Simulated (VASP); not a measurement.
# SmBeB4 (P6/mmm) in VASP: further runs, part 3 of 3

VASP 6.6.1. The steps go on from the part before.

**5. Single point, PBE**

This run uses another cell than the first one, of 9.64 Å³/atom, 1.006 times its volume.

Input file INCAR:

```
SYSTEM = SmBeB4
  PREC = Accurate
  ENCUT = 520
  EDIFF = 1E-7
  ISMEAR = 0
  SIGMA = 0.1
  LREAL = .False.
  LASPH = .True.
  NELM = 100
  ALGO = Normal
  ISIF = 2
  LWAVE = .False.
  LCHARG = .False.
  GGA = PE
  NBANDS = 24
```

Input file KPOINTS:

```
regular mesh
0
Gamma
  12 12 6
  0 0 0
```

Input file POSCAR:

```
SmBeB4
1.0
    3.1132147868      0.0000000000      0.0000000000
   -1.5566073934      2.6961230928      0.0000000000
    0.0000000000      0.0000000000      6.8876452589
Sm Be B
1 1 4
Direct
    0.0000000000      0.0000000000      0.5000000000
    0.0000000000      0.0000000000      0.0000000000
    0.3333333333      0.6666666667      0.8033133937
    0.3333333333      0.6666666667      0.1966866063
    0.6666666667      0.3333333333      0.8033133937
    0.6666666667      0.3333333333      0.1966866063
```

Potentials or basis: VASP PAW PBE potentials, release 64 (Sm, Be, B).

Started as:

```
$ cat potpaw_PBE.64/Sm/POTCAR potpaw_PBE.64/Be/POTCAR potpaw_PBE.64/B/POTCAR > POTCAR
$ mpirun -np 1 vasp_std > vasp.out
```

OUTCAR:

```text
SYSTEM = SmBeB4
   PREC = Accurate
   ENCUT = 520
   EDIFF = 1E-7
   ISMEAR = 0
   LREAL = .False.
   LASPH = .True.
   NELM = 100
   ISIF = 2
   GGA = PE

 ion  position               nearest neighbor table
   1  0.000  0.000  0.500-   3 2.76   4 2.76   5 2.76   6 2.76   3 2.76   4 2.76   5 2.76   6 2.76
                             5 2.76   6 2.76   3 2.76   4 2.76
   2  0.000  0.000  0.000-   3 2.25   4 2.25   5 2.25   6 2.25   3 2.25   4 2.25   5 2.25   6 2.25
                             5 2.25   6 2.25   3 2.25   4 2.25
   3  0.333  0.667  0.803-   5 1.80   5 1.80   5 1.80   2 2.25   2 2.25   2 2.25   1 2.76   1 2.76
                             1 2.76
   4  0.333  0.667  0.197-   6 1.80   6 1.80   6 1.80   2 2.25   2 2.25   2 2.25   1 2.76   1 2.76
                             1 2.76
   5  0.667  0.333  0.803-   3 1.80   3 1.80   3 1.80   2 2.25   2 2.25   2 2.25   1 2.76   1 2.76
                             1 2.76
   6  0.667  0.333  0.197-   4 1.80   4 1.80   4 1.80   2 2.25   2 2.25   2 2.25   1 2.76   1 2.76
                             1 2.76

  LATTYP: Found a hexagonal cell.
 ALAT       =     3.1132147868
 C/A-ratio  =     2.2123899990

  Lattice vectors:

 A1 = (   3.1132147868,   0.0000000000,   0.0000000000)
 A2 = (  -1.5566073934,   2.6961230928,   0.0000000000)
 A3 = (   0.0000000000,   0.0000000000,   6.8876452589)

Analysis of symmetry for initial positions (statically):
=====================================================================
 Subroutine PRICEL returns:
 Original cell was already a primitive cell.

 Routine SETGRP: Setting up the symmetry group for a
 hexagonal supercell.

 Subroutine GETGRP returns: Found 24 space group operations
 (whereof 24 operations were pure point group operations)
 out of a pool of 24 trial point group operations.

The static configuration has the point symmetry D_6h.

Analysis of symmetry for dynamics (positions and initial velocities):
=====================================================================
 Subroutine PRICEL returns:
 Original cell was already a primitive cell.

 Routine SETGRP: Setting up the symmetry group for a
 hexagonal supercell.

 Subroutine GETGRP returns: Found 24 space group operations
 (whereof 24 operations were pure point group operations)
 out of a pool of 24 trial point group operations.

The dynamic configuration has the point symmetry D_6h.

 Subroutine INISYM returns: Found 24 space group operations
 (whereof 24 operations are pure point group operations),
 and found     1 'primitive' translations

----------------------------------------------------------------------------------------

                                     Primitive cell

  volume of cell :      57.8122

  direct lattice vectors                    reciprocal lattice vectors
     3.113214787  0.000000000  0.000000000     0.321211374  0.185451473  0.000000000
    -1.556607393  2.696123093  0.000000000     0.000000000  0.370902947  0.000000000
     0.000000000  0.000000000  6.887645259     0.000000000  0.000000000  0.145187501

  length of vectors
     3.113214787  3.113214787  6.887645259     0.370902947  0.370902947  0.145187501

  position of ions in fractional coordinates (direct lattice)
     0.000000000  0.000000000  0.500000000
     0.000000000  0.000000000  0.000000000
     0.333333333  0.666666667  0.803313394
     0.333333333  0.666666667  0.196686606
     0.666666667  0.333333333  0.803313394
     0.666666667  0.333333333  0.196686606

[... 36 lines left out ...]
            Coordinates               Weight
  0.000000  0.000000  0.000000      1.000000
  0.083333 -0.000000  0.000000      6.000000
  0.166667  0.000000  0.000000      6.000000
  0.250000 -0.000000  0.000000      6.000000
  0.333333 -0.000000  0.000000      6.000000
  0.416667 -0.000000  0.000000      6.000000
[... 16 lines left out ...]
  0.250000 -0.000000  0.166667     12.000000
  0.333333 -0.000000  0.166667     12.000000
 [... further k-points ...]
   k-points           NKPTS =     76   k-points in BZ     NKDIM =     76   number of bands    NBANDS=     24
   number of dos      NEDOS =    301   number of ions     NIONS =      6
   total plane-waves  NPLWV =  31104
   dimension x,y,z NGX =    24 NGY =   24 NGZ =   54
   dimension x,y,z NGXF=    48 NGYF=   48 NGZF=  108
   ions per type =               1   1   4
   NGX,Y,Z   is equivalent  to a cutoff of  12.82, 12.82, 13.03 a.u.
   NGXF,Y,Z  is equivalent  to a cutoff of  25.63, 25.63, 26.07 a.u.
 SYSTEM =  SmBeB4
   PREC   = accura    normal or accurate (medium, high low for compatibility)
   ISTART =      0    job   : 0-new  1-cont  2-samecut
   ICHARG =      2    charge: 1-file 2-atom 10-const
   ISPIN  =      1    spin polarized calculation?
   LNONCOLLINEAR =      F non collinear calculations
   LSORBIT =      F    spin-orbit coupling
   LASPH  =      T    aspherical Exc in radial PAW
   ENCUT  =  520.0 eV  38.22 Ry    6.18 a.u.   5.79  5.79 12.81*2*pi/ulx,y,z
   NELM   =    100;   NELMIN=  2; NELMDL= -5     # of ELM steps
   EDIFF  = 0.1E-06   stopping-criterion for ELM
   LREAL  =      F    real-space projection
   EDIFFG = 0.1E-05   stopping-criterion for IOM
   NSW    =      0    number of steps for IOM
   IBRION =     -1    ionic relax: 0-MD 1-quasi-New 2-CG
   NFREE  =      0    steps in history (QN), initial steepest desc. (CG)
   ISIF   =      2    stress and relaxation
   ISYM   =      2    0-nonsym 1-usesym 2-fastsym
   POTIM  = 0.5000    time-step for ionic-motion
   TEBEG  =    0.0;   TEEND  =   0.0 temperature during run
   PSTRESS=    0.0 pullay stress
   NELECT =      30.0000    total number of electrons
   NUPDOWN=      -1.0000    fix difference up-down
   EMIN   =  10.00;   EMAX   =-10.00  energy-range for DOS
   EFERMI =   0.00;   METHOD = LEGACY
   ISMEAR =     0;   SIGMA  =   0.10  broadening in eV -4-tet -1-fermi 0-gaus
   EFERMI_NEDOS =   21; number of points for ismear=-14 and -15
   IALGO  =     38    algorithm
   IMIX   =      4    mixing-type and parameters
     AMIX     =   0.40;   BMIX     =  1.00
     AMIX_MAG =   1.60;   BMIX_MAG =  1.00
  volume/ion in A,a.u.               =       9.64        65.02
  Fermi-wavevector in a.u.,A,eV,Ry     =   1.315554  2.486037 23.547368  1.730683
  Thomas-Fermi vector in A             =   2.445729
   LORBIT       =      0    0 simple, 1 ext, 2 COOP (PROOUT), +10 PAW based schemes
   GGA     = PE    functional components
   LHFCALC =     F    Hartree Fock is set to
   AEXX    =    0.0000 exact exchange contribution
   IVDW    =     0    specifies the selected vdW correction
   LEPSILON=     F    determine dielectric tensor
   LRPA    =     F    only Hartree local field effects (RPA)
 non-spin polarized calculation
 Gauss-broadening in eV      SIGMA  =   0.10
  energy-cutoff  :      520.00
  volume of cell :       57.81
 maximum number of plane-waves:      1572
 NGX is ok and might be reduce to    24
   NGX = 11   NGY = 11   NGZ = 25

 number of electron      29.9999998 magnetization

 Free energy of the ion-electron system (eV)
  ---------------------------------------------------
  ext. energy  EPLUGINS =         0.00000000
  ---------------------------------------------------
  free energy    TOTEN  =       -36.32838028 eV

  energy without entropy =      -36.24219167  energy(sigma->0) =      -36.28528598

 E-fermi :   6.0952     XC(G=0): -11.9046

 val. band max:        6.0910929980   @ k =   0.2500  -0.0000   0.3333
 cond. band min:       6.0957466546   @ k =   0.2500   0.1667   0.0000
 fundamental gap:      0.0046536566
 Fermi energy:         6.0952117506

 k-point     1 :       0.0000    0.0000    0.0000
  band No.  band energies     occupation
      1     -33.1612      2.00000
      2     -13.3337      2.00000
      3     -11.4877      2.00000
      4     -11.4877      2.00000
      5      -7.0236      2.00000
      6      -4.1760      2.00000
[... 637 lines left out ...]
     23      10.9841      0.00000
     24      12.0663      0.00000

 [... further k-points ...]
[... 5 lines left out ...]
  --------------------------------------------------------------------------------------
  -------------------------------------------------------------------------------------
  Total       -3.9196737     -3.9196737     -2.5954737      0.0000000     -0.0000000      0.0000000
  in kB     -108.6277864   -108.6277864    -71.9296000      0.0000000     -0.0000000      0.0000000
  external PRESSURE =     -96.3950576 kB  Pullay stress =       0.0000000 kB

 VOLUME and BASIS-vectors are now :
 -----------------------------------------------------------------------------
  energy-cutoff  :      520.00
  volume of cell :       57.81
      direct lattice vectors                 reciprocal lattice vectors
     3.113214787  0.000000000  0.000000000     0.321211374  0.185451473  0.000000000
    -1.556607393  2.696123093  0.000000000     0.000000000  0.370902947  0.000000000
     0.000000000  0.000000000  6.887645259     0.000000000  0.000000000  0.145187501

 POSITION                                       TOTAL-FORCE (eV/Angst)
 -----------------------------------------------------------------------------------
      0.00000      0.00000      3.44382        -0.000000      0.000000     -0.000000
      0.00000      0.00000      0.00000        -0.000000      0.000000     -0.000000
     -0.00000      1.79742      5.53294        -0.000000     -0.000000     -0.176395
     -0.00000      1.79742      1.35471        -0.000000      0.000000      0.176395
      1.55661      0.89871      5.53294         0.000000     -0.000000     -0.176395
      1.55661      0.89871      1.35471         0.000000     -0.000000      0.176395
 -----------------------------------------------------------------------------------
    total drift:                               -0.000000     -0.000000      0.000000

  FREE ENERGIE OF THE ION-ELECTRON SYSTEM (eV)
  ---------------------------------------------------
  free  energy   TOTEN  =       -36.3283802819 eV

  energy  without entropy=      -36.2421916719  energy(sigma->0) =      -36.28528598
```

Wall time 3.4 min (1 thread of Intel Xeon 6975P-C (Granite Rapids), shared host); peak memory 0.27 GiB.

Results:

| Item | Value |
| --- | --- |
| Free energy | -36.3284 eV |
| Pressure | -9.6 GPa |
| Largest force | 0.176 eV/Å |
| Band gap on the k mesh | zero (band 15 reaches 6.19 eV, above the bottom of band 16 at 5.99 eV) |

Forces on the atoms (eV/Å):
```
Sm   0.000  0.000  0.000
Be   0.000  0.000  0.000
B    0.000  0.000 -0.176
B    0.000  0.000  0.176
B    0.000  0.000 -0.176
B    0.000  0.000  0.176
```

Caveat: spin-orbit coupling is left out, which moves the levels of the heavy elements; without U or exact exchange the open f shell lies at the Fermi level, which spoils levels, moments and volumes.

**6. The runs side by side**

| task | cell | k mesh | cutoff (eV) | gap on the mesh (eV) | pressure (GPa) | largest force (eV/Å) |
| --- | --- | --- | --- | --- | --- | --- |
| single point | a = 3.143, b = 3.143, c = 6.718 Å, angles 90.0, 90.0, 120.0°, 6 atoms | 6 × 6 × 4 | 520 | none | 9.6 | 2.47 |
| single point | a = 3.120, b = 3.120, c = 6.817 Å, angles 90.0, 90.0, 120.0°, 6 atoms | 6 × 6 × 4 | 520 | none | -9.3 | 0.23 |
| relaxation of cell and atoms | relaxed from a = 3.143, b = 3.143, c = 6.718 Å, angles 90.0, 90.0, 120.0°, 6 atoms | 6 × 6 × 4 | 600 | none | 0.5 | 0.03 |
| single point | a = 3.113, b = 3.113, c = 6.888 Å, angles 90.0, 90.0, 120.0°, 6 atoms | 12 × 12 × 6 | 520 | none | -9.6 | 0.18 |

Alike in all rows: level PBE; potentials or basis VASP PAW PBE potentials, release 64 (Sm, Be, B); no spin polarisation; smearing gaussian 0.1 eV.

Caveats: some runs use coarse meshes; spin-orbit coupling is left out, which moves the levels of the heavy elements; without U or exact exchange the open f shell lies at the Fermi level, which spoils levels, moments and volumes; forces of over 1 eV/Å act on the atoms, so gaps and moduli don't describe the material at rest (some runs); the electronic state changed during the relaxation (some runs).

Total energies depend on the potentials used, so only differences within one code and one set of settings carry meaning.
